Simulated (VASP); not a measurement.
A run of VASP 6.6.1 is set up as follows.

INCAR

```
SYSTEM = Pt
PREC     = Accurate       ! precision mode
ENCUT    = 520            ! plane-wave cutoff, eV
EDIFF    = 1E-6           ! SCF threshold, eV
ISMEAR   = 0              ! smearing method
SIGMA    = 0.15           ! smearing width, eV
LREAL    = .FALSE.        ! projectors in reciprocal space
LASPH    = .TRUE.         ! aspherical terms in the spheres
NELM     = 80             ! most SCF steps
ALGO     = Fast           ! electronic algorithm
ISIF     = 2              ! what is computed and relaxed
LWAVE    = .FALSE.        ! write WAVECAR
LCHARG   = .FALSE.        ! write CHGCAR
GGA      = CA             ! functional
NBANDS   = 11             ! bands
```

Contents of KPOINTS:

```
Automatic mesh
0
G
  22 22 22
  0 0 0
```

Contents of POSCAR:

```
Pt
1.0
    0.0000000000      2.2246340129      1.5356648591
    2.2246340129      0.0000000000      1.5356648591
    2.2246340129      2.2246340129      0.0000000000
Pt
1
Direct
    0.0000000000      0.0000000000      0.0000000000
```

Potentials or basis: VASP PAW LDA potentials, release 64 (Pt).

Launch:

```bash
$ cat potpaw_LDA.64/Pt/POTCAR > POTCAR
$ mpirun -np 1 vasp_std > vasp.out
```

(1) What does it give for the band gap on the k mesh?

(2) Predict the pressure.

Results:

(1) zero (band 5 reaches 11.86 eV, above the bottom of band 6 at 9.59 eV).

(2) -4.5 GPa.

Caveat: spin-orbit coupling is left out, which moves the levels of the heavy elements.
